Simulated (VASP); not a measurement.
A run of VASP 6.6.1:

Contents of INCAR:

```
SYSTEM = GaGe3
PREC     = Accurate       ! precision mode
ENCUT    = 520            ! plane-wave cutoff, eV
EDIFF    = 1E-7           ! SCF threshold, eV
ISMEAR   = -1             ! smearing method
SIGMA    = 0.05           ! smearing width, eV
LREAL    = .False.        ! projectors in reciprocal space
LASPH    = .True.         ! aspherical terms in the spheres
NELM     = 100            ! most SCF steps
ALGO     = Normal         ! electronic algorithm
ISIF     = 2              ! what is computed and relaxed
LWAVE    = .False.        ! write WAVECAR
LCHARG   = .False.        ! write CHGCAR
GGA      = PE             ! functional
NBANDS   = 36             ! bands
```

Contents of KPOINTS:

```
regular mesh
0
Gamma
  7 7 7
  0 0 0
```

POSCAR

```
GaGe3
1.0
    0.0000000000      3.3180217411      3.3180217411
    3.3180217411      0.0000000000      3.3180217411
    3.3180217411      3.3180217411      0.0000000000
Ge Ga
3 1
Direct
    0.5000000000      0.5000000000      0.5000000000
    0.7500000000      0.7500000000      0.7500000000
    0.2500000000      0.2500000000      0.2500000000
    0.0000000000      0.0000000000      0.0000000000
```

Potentials or basis: VASP PAW PBE potentials, release 64 (Ge_d, Ga_d).

Run with:

```sh
$ cat potpaw_PBE.64/Ge_d/POTCAR potpaw_PBE.64/Ga_d/POTCAR > POTCAR
$ mpirun -np 1 vasp_std > vasp.out
```

Hardware: 1 thread of Intel(R) Xeon(R) Platinum 8375C CPU @ 2.90GHz (Ice Lake), with other jobs on the host.

Q: How long does it take, and how much memory?

A: Wall time 35 s on 1 thread of Intel(R) Xeon(R) Platinum 8375C CPU @ 2.90GHz (Ice Lake), on a shared host, peak memory 0.23 GiB. Counts: scf iterations 14, k points 20.
